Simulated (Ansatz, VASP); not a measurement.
# ZrC in VASP and in Ansatz

```
CELL_PARAMETERS angstrom
0.00000 2.31230 2.42791
2.31230 0.00000 2.42791
2.31230 2.31230 0.00000
ATOMIC_POSITIONS crystal
Zr 0.50000 0.50000 0.50000
C 0.00000 0.00000 0.00000
```

Alike in both runs: task single point; functional PBEsol; k mesh 20 × 20 × 20; occupations gaussian, width 0.15 eV; no spin polarisation.

```csv
,VASP,Ansatz
version,VASP 6.6.1,Ansatz 0.2.0
potentials or method,"VASP PAW PBE potentials, release 64 (Zr_sv, C), cutoff 520 eV","scalar-relativistic, plane waves, PAW"
valence electrons in the cell,16,16
```

|  | VASP | Ansatz | Ansatz less VASP |
| --- | --- | --- | --- |
| gap on the k mesh at the Fermi level (eV) | none | none | - |
| pressure (GPa) | -3.2 | -3.6 | -0.36 |
| traceless stress, the component that is largest in VASP (GPa) | -11.04 | -10.94 | +0.093 |

VASP's potentials were made for PBE, not for PBEsol. A gap of «none» marks a metal or a gap that the smearing closes. With one functional, cell and mesh, what is left measures potentials, basis and numerics.
